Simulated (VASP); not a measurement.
Input of a VASP 6.6.1 run:

INCAR

```
PREC = Accurate
ENCUT = 520
EDIFF = 1E-6
ISMEAR = 0
SIGMA = 0.15
LREAL = F
LASPH = T
NELM = 100
ALGO = Fast
ISIF = 2
LWAVE = F
LCHARG = T
LELF = T
LVHAR = T
NBANDS = 18
```

The input KPOINTS:

```
regular mesh
0
Gamma
  12 12 8
```

POSCAR

```
Ta
1.0
    2.8385205513      0.0000000000      0.0000000000
   -1.4192602757      2.4582309066      0.0000000000
    0.0000000000      0.0000000000      5.0658835747
Ta
2
Direct
    0.6768599404      0.3429975353      0.7479866166
    0.3231400596      0.6570024647      0.2520133834
```

Potentials or basis: VASP PAW LDA potentials, release 64 (Ta_pv).

Run with:

```console
$ cat potpaw_LDA.64/Ta_pv/POTCAR > POTCAR
$ mpirun -np 1 vasp_std > vasp.out
```

(1) What does it give for the band gap on the k mesh?

(2) Estimate the largest force.

Results:

(1) zero (band 11 reaches 7.89 eV, above the bottom of band 12 at 5.15 eV).

(2) 0.264 eV/Å.

Caveat: the cell differs from its parent crystal (atom 2 moved 0.06 Å); spin-orbit coupling is left out, which moves the levels of the heavy elements.
